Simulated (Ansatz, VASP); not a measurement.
LiCl in VASP and in Ansatz

Contents of POSCAR:

```
LiCl
1.0
    0.0000000000      2.6032314000      2.6417028000
    2.6032314000      0.0000000000      2.6417028000
    2.6032314000      2.6032314000      0.0000000000
Li Cl
1 1
Direct
    0.0000000000      0.0000000000      0.0000000000
    0.5000000000      0.5000000000      0.5000000000
```

INCAR.step1

```
SYSTEM = LiCl
PREC = Accurate
ENCUT = 520
ISMEAR = 0
SIGMA = 0.05
LREAL = .False.
LASPH = .True.
NELM = 60
NBANDS = 12
GGA = PE
ALGO = Normal
EDIFF = 1E-4
LWAVE = .True.
LCHARG = .False.
```

INCAR.step2

```
SYSTEM = LiCl
PREC = Accurate
ENCUT = 520
EDIFF = 1E-6
ISMEAR = 0
SIGMA = 0.05
LREAL = .False.
LASPH = .True.
NELM = 60
ALGO = Normal
ISIF = 2
LWAVE = .False.
LCHARG = .False.
METAGGA = R2SCAN
LMIXTAU = .True.
NBANDS = 12
ISTART = 1
```

KPOINTS

```
Automatic mesh
0
Gamma
  8 8 8
  0 0 0
```

Input for Ansatz:

```yaml
crystal:
  lattice:
    - [0.0, 2.6032314, 2.6417028]
    - [2.6032314, 0.0, 2.6417028]
    - [2.6032314, 2.6032314, 0.0]
  atoms:
    - { symbol: Li, position: [0.0, 0.0, 0.0] }
    - { symbol: Cl, position: [0.5, 0.5, 0.5] }
basis:
  ecutwfc: 500
kpoints:
  mp_grid: { grid: [8, 8, 8] }
hamiltonian:
  xc: r2scan
scf:
  occupations: { method: gaussian, width: 0.05 }
output:
  forces: true
  stress: true
  eigenvalues: true
```

Change from the starting cell: strain +0.015 along x and y, +0.030 along z, atoms carried along.

Alike in both runs: task single point; functional r2SCAN; k mesh 8 × 8 × 8; occupations gaussian, width 0.05 eV; no spin polarisation.

```csv
,VASP,Ansatz
version,VASP 6.6.1,Ansatz 0.2.0
potentials or method,"VASP PAW PBE potentials, release 64 (Li_sv, Cl), cutoff 520 eV","scalar-relativistic, plane waves, PAW"
valence electrons in the cell,10,10
```

```csv
,VASP,Ansatz,Ansatz less VASP
gap on the k mesh at the Fermi level (eV),6.93,6.85,-0.075
least direct gap on the mesh (eV),6.93,6.85,-0.075
```

VASP's potentials were made for PBE, not for r2SCAN. The functional is the same, so the differences come from potentials, cutoffs and numerics.

Noted on VASP's run: the cutoff is under 1.25 times that of the potentials, so the pressure is a little rough.
